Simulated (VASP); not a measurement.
Set up this calculation in VASP 6.6.1, as the native input.

* Task: single point
* Functional: PBEsol
* Potentials or basis: VASP PAW PBE potentials, release 64 (Ag)
* Cutoff: 500 eV
* k mesh: 6 × 6 × 4
* Occupations: gaussian, width 0.1 eV
* Spin: no spin polarisation
* Dipole correction: no
* Further INCAR settings: ALGO = Normal; EDIFF = 1e-06; NBANDS = 18

The structure of Ag lies in POSCAR:

```
Ag
1.0
    2.9486789559     -0.0191151419     -0.0282775300
   -0.0327152015      2.9181415885     -0.0107481858
   -1.2331274363     -1.2378185041      5.0814651347
Ag
2
Direct
    0.3619400854      0.3318950546      0.7245030677
    0.6380599146      0.6681049454      0.2754969323
```

This cell differs from its parent crystal: Au replaced by Ag, lengths x 1.040, strained.

One way to write it, as run:

INCAR

```
PREC = Accurate
ENCUT = 500
EDIFF = 1E-6
ISMEAR = 0
SIGMA = 0.1
LREAL = False
LASPH = True
NELM = 120
ALGO = Normal
ISIF = 2
LWAVE = False
LCHARG = False
GGA = PS
NBANDS = 18
GGA_COMPAT = False
```

KPOINTS

```
regular mesh
0
Gamma
  6 6 4
```

Potentials or basis: VASP PAW PBE potentials, release 64 (Ag).

Run with:

```sh
$ cat potpaw_PBE.64/Ag/POTCAR > POTCAR
$ mpirun -np 1 vasp_std > vasp.out
```

It gave:

The pressure is -11.1 GPa, the largest force is 0.277 eV/Å and the band gap on the k mesh is zero (band 11 reaches 8.60 eV, above the bottom of band 12 at 2.51 eV).

Caveat: the k points lie up to 0.37 Å⁻¹ apart; the cell differs from its parent crystal (Au replaced by Ag, lengths x 1.040, strained); the PAW data sets were made with another functional, which shifts forces and pressure a little.

It took 44 s on 1 thread of Intel Xeon 8259CL, with other jobs on the host, peak memory 0.19 GiB.
